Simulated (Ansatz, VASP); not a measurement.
HfB2 in VASP and in Ansatz

```xyz
3
Lattice="3.1327 0.0000 0.0000 -1.5663 2.7130 0.0000 0.0000 0.0000 3.4792" Properties=species:S:1:pos:R:3 pbc="T T T"
Hf    0.0000    0.0000    0.0000
B     0.0000    1.8087    1.7396
B     1.5663    0.9043    1.7396
```

Alike in both runs: task single point; functional PBE; k mesh 3 × 3 × 2; occupations gaussian, width 0.1 eV; no spin polarisation.

|  | VASP | Ansatz |
| --- | --- | --- |
| version | VASP 6.6.1 | Ansatz 0.2.0 |
| potentials or method | VASP PAW PBE potentials, release 64 (Hf_pv, B), cutoff 500 eV | scalar-relativistic, plane waves, PAW |
| valence electrons in the cell | 16 | 32 |

VASP gave:

```
gap on the k mesh at the Fermi level (eV)                     : none
pressure (GPa)                                                : 1.5
traceless stress, the component that is largest in VASP (GPa) : -4.77
```

Q: What did Ansatz give for the same quantities?

A: gap on the k mesh at the Fermi level (eV): none; pressure (GPa): 1.9; traceless stress, the component that is largest in VASP (GPa): -4.84.

A gap of «none» marks a metal or a gap that the smearing closes. The functional is the same, so the differences come from potentials, cutoffs and numerics. VASP's potentials hold 16 valence electrons a cell and Ansatz's 32, so a difference there can come from the potentials and not from the codes.

The k mesh is coarse, so the values compare programs but aren't converged. Spin-orbit coupling is off throughout.
